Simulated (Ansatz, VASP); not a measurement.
## CuI: VASP and Ansatz over several settings

```
CELL_PARAMETERS angstrom
0.00000 3.07139 3.07139
3.07139 0.00000 3.07139
3.07139 3.07139 0.00000
ATOMIC_POSITIONS crystal
I 0.00000 0.00000 0.00000
Cu 0.75000 0.75000 0.75000
```

Single points on this cell with VASP 6.6.1 and Ansatz 0.2.0. Each row is one pair of runs. Alike in all rows: spin: off; smearing: fermi-dirac, width 0.05 eV; VASP's potentials, cutoff: VASP PAW PBE potentials, release 64 (I, Cu), 520 eV; Ansatz's potentials, cutoff: Ansatz PAW, 420 eV.

| level | k mesh | gap on the k mesh at the Fermi level (eV), VASP | gap on the k mesh at the Fermi level (eV), Ansatz | least direct gap on the mesh (eV), VASP | least direct gap on the mesh (eV), Ansatz | pressure (GPa), VASP | pressure (GPa), Ansatz |
| --- | --- | --- | --- | --- | --- | --- | --- |
| PBE+D3(BJ) | 8 × 8 × 8 | 1.04 | 1.02 | 1.04 | 1.02 | -2.8 | -3.2 |
| RPBE | 8 × 8 × 8 | 1.18 | 1.16 | 1.18 | 1.16 | 0.8 | 0.8 |
| SVWN5 | 8 × 8 × 8 | 0.86 | 0.84 | 0.86 | 0.84 | -5.5 | -5.6 |
| HF | 4 × 4 × 4 | 9.77 | 9.83 | 9.77 | 9.83 | 6.3 | 7.1 |

Gap on the k mesh at the fermi level (eV): the two programs differ by at most 0.053; least direct gap on the mesh (eV): the two programs differ by at most 0.053; pressure (GPa): the two programs differ by at most 0.77.

VASP's potentials hold 18 valence electrons a cell and Ansatz's 36, so a difference there can come from the potentials and not from the codes.

The k mesh is coarse in some rows, so the values compare programs but aren't converged. Neither program's run includes spin-orbit coupling.
